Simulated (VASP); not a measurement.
# MgH2 (P1) in VASP: relaxation of cell and atoms with PBE+D3(BJ)

Aim: the relaxation of cell and atoms of MgH2 with PBE+D3(BJ).

All numbers are computed with VASP 6.6.1; they aren't measurements. Logs are shortened: lines on timing, memory, paths and dates and some standing lists are left out, and cuts for length are marked.

## Step 1: The cell of the first run

The typed cell holds 3 atoms: a = 3.279 Å, b = 3.396 Å, c = 3.239 Å, α = 58.84°, β = 58.44°, γ = 59.22°.

## Step 2: Relaxation of cell and atoms, PBE+D3(BJ)

INCAR

```
SYSTEM = MgH2
ALGO = Normal
EDIFF = 1E-7
EDIFFG = -0.01
ENCUT = 600
GGA = PE
IBRION = 2
ISIF = 3
ISMEAR = 0
IVDW = 12
LASPH = .True.
LCHARG = .False.
LREAL = .False.
LWAVE = .False.
NELM = 80
NSW = 100
PREC = Accurate
SIGMA = 0.15
```

KPOINTS

```
k-points
0
Gamma
  12 12 12
  0 0 0
```

POSCAR

```
MgH2
1.0
    0.0542643289      2.3035007885      2.3325825436
    2.4004099373     -0.0152096466      2.4020565191
    2.3031836371      2.2757484638      0.0820166536
Mg H
1 2
Direct
    0.0905887666     -0.0525470167      0.0108763141
    0.5944168409      0.8062127791      0.7333677030
    0.3149943925      0.2463342375      0.2557559829
```

Potentials or basis: VASP PAW PBE potentials, release 64 (Mg, H).

The run is started by

```bash
> cat potpaw_PBE.64/Mg/POTCAR potpaw_PBE.64/H/POTCAR > POTCAR
> mpirun -np 1 vasp_std > vasp.out
```

OUTCAR:

```text
SYSTEM = MgH2
   EDIFF = 1E-7
   EDIFFG = -0.01
   ENCUT = 600
   GGA = PE
   IBRION = 2
   ISIF = 3
   ISMEAR = 0
   IVDW = 12
   LASPH = .True.
   LREAL = .False.
   NELM = 80
   NSW = 100
   PREC = Accurate
 IVDW          = 12

 ion  position               nearest neighbor table
   1  0.091  0.947  0.011-   2 1.36   3 1.92   3 1.97   2 2.00   3 2.05   3 2.10
   2  0.594  0.806  0.733-   1 1.36   1 2.00
   3  0.315  0.246  0.256-   1 1.92   1 1.97   1 2.05   1 2.10

  LATTYP: Found a triclinic cell.
 ALAT       =     3.2787195401
 B/A-ratio  =     1.0357369140
 C/A-ratio  =     0.9704208320
 COS(alpha) =     0.0006697103
 COS(beta)  =     0.4976523502
 COS(gamma) =     0.5117772053

  Lattice vectors:

 A1 = (  -0.0542643289,  -2.3035007885,  -2.3325825436)
 A2 = (  -2.4004099373,   0.0152096466,  -2.4020565191)
 A3 = (   2.2489193082,  -0.0277523247,  -2.2505658900)

Analysis of symmetry for initial positions (statically):
=====================================================================
 Subroutine PRICEL returns:
 Original cell was already a primitive cell.

 Routine SETGRP: Setting up the symmetry group for a
 triclinic supercell.

 Subroutine GETGRP returns: Found  1 space group operations
 (whereof  1 operations were pure point group operations)
 out of a pool of  2 trial point group operations.

The static configuration has the point symmetry C_1 .

Analysis of symmetry for dynamics (positions and initial velocities):
=====================================================================
 Subroutine PRICEL returns:
 Original cell was already a primitive cell.

 Routine SETGRP: Setting up the symmetry group for a
 triclinic supercell.

 Subroutine GETGRP returns: Found  1 space group operations
 (whereof  1 operations were pure point group operations)
 out of a pool of  2 trial point group operations.

The dynamic configuration has the point symmetry C_1 .

 Subroutine INISYM returns: Found  1 space group operations
 (whereof  1 operations are pure point group operations),
 and found     1 'primitive' translations

----------------------------------------------------------------------------------------

                                     Primitive cell

  volume of cell :      24.8176

  direct lattice vectors                    reciprocal lattice vectors
     0.054264329  2.303500789  2.332582544    -0.220316266  0.214988591  0.221526534
     2.400409937 -0.015209647  2.402056519     0.206282759 -0.216294586  0.208799022
     2.303183637  2.275748464  0.082016654     0.224381644  0.220359963 -0.222832530

  length of vectors
     3.278719540  3.395890858  3.238890654     0.379253684  0.364599720  0.385434783

  position of ions in fractional coordinates (direct lattice)
     0.090588767  0.947452983  0.010876314
     0.594416841  0.806212779  0.733367703
     0.314994392  0.246334238  0.255755983

  ion indices of the primitive-cell ions
   primitive index   ion index
                 1           1
                 2           2
                 3           3

----------------------------------------------------------------------------------------

 KPOINTS: k-points

Automatic generation of k-mesh.
 Grid dimensions read from file:
 generate k-points for:   12   12   12

 Generating k-lattice:

  Cartesian coordinates                     Fractional coordinates (reciprocal lattice)
    -0.018359689  0.017915716  0.018460545     0.083333333  0.000000000  0.000000000
     0.017190230 -0.018024549  0.017399918     0.000000000  0.083333333  0.000000000
     0.018698470  0.018363330 -0.018569377     0.000000000  0.000000000  0.083333333

  Length of vectors
     0.031604474  0.030383310  0.032119565

  Shift w.r.t. Gamma in fractional coordinates (k-lattice)
     0.000000000  0.000000000  0.000000000

 Subroutine IBZKPT returns following result:
 ===========================================

 Found    868 irreducible k-points:

 Following reciprocal coordinates:
            Coordinates               Weight
  0.000000  0.000000  0.000000      1.000000
  0.083333  0.000000 -0.000000      2.000000
  0.166667  0.000000  0.000000      2.000000
  0.250000  0.000000  0.000000      2.000000
  0.333333  0.000000 -0.000000      2.000000
  0.416667  0.000000 -0.000000      2.000000
[... 16 lines left out ...]
  0.250000  0.166667  0.000000      2.000000
  0.333333  0.166667 -0.000000      2.000000
 [... further k-points ...]
   k-points           NKPTS =    868   k-points in BZ     NKDIM =    868   number of bands    NBANDS=      6
   number of dos      NEDOS =    301   number of ions     NIONS =      3
   total plane-waves  NPLWV =  21952
   dimension x,y,z NGX =    28 NGY =   28 NGZ =   28
   dimension x,y,z NGXF=    56 NGYF=   56 NGZF=   56
   ions per type =               1   2
   NGX,Y,Z   is equivalent  to a cutoff of  14.20, 13.71, 14.37 a.u.
   NGXF,Y,Z  is equivalent  to a cutoff of  28.39, 27.41, 28.74 a.u.
 SYSTEM =  MgH2
   PREC   = accura    normal or accurate (medium, high low for compatibility)
   ISTART =      0    job   : 0-new  1-cont  2-samecut
   ICHARG =      2    charge: 1-file 2-atom 10-const
   ISPIN  =      1    spin polarized calculation?
   LNONCOLLINEAR =      F non collinear calculations
   LSORBIT =      F    spin-orbit coupling
   LASPH  =      T    aspherical Exc in radial PAW
   ENCUT  =  600.0 eV  44.10 Ry    6.64 a.u.   6.55  6.78  6.47*2*pi/ulx,y,z
   NELM   =     80;   NELMIN=  2; NELMDL= -5     # of ELM steps
   EDIFF  = 0.1E-06   stopping-criterion for ELM
   LREAL  =      F    real-space projection
   EDIFFG = -.1E-01   stopping-criterion for IOM
   NSW    =    100    number of steps for IOM
   IBRION =      2    ionic relax: 0-MD 1-quasi-New 2-CG
   NFREE  =      1    steps in history (QN), initial steepest desc. (CG)
   ISIF   =      3    stress and relaxation
   ISYM   =      2    0-nonsym 1-usesym 2-fastsym
   POTIM  = 0.5000    time-step for ionic-motion
   TEBEG  =    0.0;   TEEND  =   0.0 temperature during run
   PSTRESS=    0.0 pullay stress
   NELECT =       4.0000    total number of electrons
   NUPDOWN=      -1.0000    fix difference up-down
   EMIN   =  10.00;   EMAX   =-10.00  energy-range for DOS
   EFERMI =   0.00;   METHOD = LEGACY
   ISMEAR =     0;   SIGMA  =   0.15  broadening in eV -4-tet -1-fermi 0-gaus
   EFERMI_NEDOS =   21; number of points for ismear=-14 and -15
   IALGO  =     38    algorithm
   IMIX   =      4    mixing-type and parameters
     AMIX     =   0.40;   BMIX     =  1.00
     AMIX_MAG =   1.60;   BMIX_MAG =  1.00
  volume/ion in A,a.u.               =       8.27        55.83
  Fermi-wavevector in a.u.,A,eV,Ry     =   0.890926  1.683605 10.799606  0.793749
  Thomas-Fermi vector in A             =   2.012680
   LORBIT       =      0    0 simple, 1 ext, 2 COOP (PROOUT), +10 PAW based schemes
   GGA     = PE    functional components
   LHFCALC =     F    Hartree Fock is set to
   AEXX    =    0.0000 exact exchange contribution
   IVDW    =    12    specifies the selected vdW correction
   LEPSILON=     F    determine dielectric tensor
   LRPA    =     F    only Hartree local field effects (RPA)
 conjugate gradient relaxation of ions
 non-spin polarized calculation
 Gauss-broadening in eV      SIGMA  =   0.15
  energy-cutoff  :      600.00
  volume of cell :       24.82
 maximum number of plane-waves:       850
 NGX is ok and might be reduce to    28
   NGX = 13   NGY = 13   NGZ = 13

--------------------------------------- Ionic step        1  -------------------------------------------

 number of electron       4.0000000 magnetization

 Free energy of the ion-electron system (eV)
  ---------------------------------------------------
  ext. energy  EPLUGINS =         0.00000000
  ---------------------------------------------------
  free energy    TOTEN  =        -6.69736304 eV

  energy without entropy =       -6.69395581  energy(sigma->0) =       -6.69565943

------------------------ aborting loop because EDIFF is reached ----------------------------------------

 Edisp (eV)   -0.50078

 E8    (eV) :    -0.1834

  FORCE on cell =-STRESS in cart. coord.  units (eV):
  Direction    XX          YY          ZZ          XY          YZ          ZX
  --------------------------------------------------------------------------------------
  -------------------------------------------------------------------------------------
  Total       3.87855     2.40876     3.02853    -2.20441     1.24172    -3.38221
  in kB     250.39204   155.50464   195.51594  -142.31250    80.16274  -218.34889
  external pressure =      200.47 kB  Pullay stress =        0.00 kB
[... 100 lines left out ...]
  FREE ENERGIE OF THE ION-ELECTRON SYSTEM (eV)
  ---------------------------------------------------
  free  energy   TOTEN  =        -8.5918552595 eV

  energy  without entropy=       -8.5891279966  energy(sigma->0) =       -8.59049163

[... ionic steps 4 to 17 ...]

--------------------------------------- Ionic step       18  -------------------------------------------

 number of electron       3.9999999 magnetization

------------------------ aborting loop because EDIFF is reached ----------------------------------------

 Edisp (eV)   -0.48615

 E8    (eV) :    -0.1778
[... 71 lines left out ...]
  energy  without entropy=       -8.9698668122  energy(sigma->0) =       -8.97137283

--------------------------------------- Ionic step       20  -------------------------------------------

 number of electron       3.9999999 magnetization

 Free energy of the ion-electron system (eV)
  ---------------------------------------------------
  ext. energy  EPLUGINS =         0.00000000
  ---------------------------------------------------
  free energy    TOTEN  =        -8.48722625 eV

  energy without entropy =       -8.48420926  energy(sigma->0) =       -8.48571775

 E-fermi :   3.2985     XC(G=0):  -9.1357

 val. band max:        3.2981909276   @ k =   0.1667   0.0833  -0.0000
 cond. band min:       3.2985167267   @ k =  -0.0833   0.0833   0.0833
 fundamental gap:      0.0003257991
 Fermi energy:         3.2984841225

 k-point     1 :       0.0000    0.0000    0.0000
  band No.  band energies     occupation
      1      -7.0397      2.00000
      2       4.2996      0.00000
      3      12.7720      0.00000
      4      12.8330      0.00000
      5      12.8608      0.00000
      6      15.6418      0.00000

 k-point     2 :       0.0833    0.0000   -0.0000
  band No.  band energies     occupation
      1      -6.9083      2.00000
      2       3.9862      0.00000
      3      12.1564      0.00000
      4      12.6550      0.00000
      5      12.6824      0.00000
      6      15.7807      0.00000
[... 190 lines left out ...]
 k-point    24 :       0.3333    0.1667   -0.0000
  band No.  band energies     occupation
      1      -5.1672      2.00000
      2       1.3184      2.00000
      3       8.8630      0.00000
      4       9.4869      0.00000
      5       9.9556      0.00000
      6      15.1272      0.00000

 [... further k-points ...]

------------------------ aborting loop because EDIFF is reached ----------------------------------------

 Edisp (eV)   -0.48569

 E8    (eV) :    -0.1777

  FORCE on cell =-STRESS in cart. coord.  units (eV):
  Direction    XX          YY          ZZ          XY          YZ          ZX
  --------------------------------------------------------------------------------------
  -------------------------------------------------------------------------------------
  Total      -0.00077     0.00144    -0.00207     0.00367    -0.00558     0.00243
  in kB      -0.04845     0.09008    -0.13001     0.23040    -0.35005     0.15238
  external pressure =       -0.03 kB  Pullay stress =        0.00 kB
[... 18 lines left out ...]
  FREE ENERGIE OF THE ION-ELECTRON SYSTEM (eV)
  ---------------------------------------------------
  free  energy   TOTEN  =        -8.9729194292 eV

  energy  without entropy=       -8.9699024401  energy(sigma->0) =       -8.97141093

 reached required accuracy - stopping structural energy minimisation
```

It took 11 min on 1 thread of Intel Xeon 6975P-C (Granite Rapids), shared host; peak memory 0.36 GiB.

What came out:

* Free energy: -8.9729 eV
* Relaxed volume: 8.51 Å³/atom
* Relaxed cell: a = 3.311 Å, b = 3.304 Å, c = 3.301 Å, α = 59.95°, β = 60.02°, γ = 60.03°
* Space group after relaxing (to 0.1 Å): Fm-3m (No. 225)
* Energy gained by relaxing: 591.6 meV/atom
* Ionic steps: 20
* Pressure after relaxing: 0.0 GPa
* Largest force after relaxing: 0.005 eV/Å
* Band gap on the k mesh: zero (bands 2 and 3 overlap by 1.41 eV)
* Dispersion energy per atom: -0.162 eV

Forces on the atoms (eV/Å):
```
Mg  -0.001 -0.001  0.002
H    0.001  0.004 -0.002
H    0.000 -0.003  0.000
```

The path:
```
step  energy change (eV)  largest force (eV/Å)  pressure (GPa)  volume (Å³)
   1              0.0000                7.4676           20.05        24.82
   2             -1.3034                2.0046           -1.18        28.60
   3             -1.3937                1.3807           -0.30        27.08
   4             -1.3952                1.4415           -0.84        27.38
   5             -1.3963                1.4116           -0.67        27.27
   6             -1.5598                0.9654           -2.38        27.26
   7             -1.7262                0.3380           -3.14        27.19
   8             -1.7519                0.2288           -1.06        26.20
   9             -1.7571                0.1738            0.57        25.54
  10             -1.7638                0.0994            0.24        25.59
  11             -1.7676                0.1085           -0.15        25.68
  12             -1.7702                0.0718           -0.13        25.63
  13             -1.7716                0.0948           -0.02        25.57
  14             -1.7734                0.0411            0.04        25.53
  15             -1.7741                0.0370            0.12        25.49
  16             -1.7746                0.0187           -0.06        25.56
  17             -1.7746                0.0179           -0.14        25.59
  18             -1.7747                0.0102            0.06        25.51
  19             -1.7747                0.0100            0.07        25.51
  20             -1.7748                0.0050            0.00        25.53
```

Final structure:
```
CELL_PARAMETERS angstrom
-0.00396 2.33804 2.34388
2.33604 -0.00143 2.33615
2.33454 2.33440 0.00517
ATOMIC_POSITIONS crystal
Mg 0.99993 0.99993 0.00017
H 0.74957 0.75033 0.74994
H 0.25049 0.24973 0.24990
```
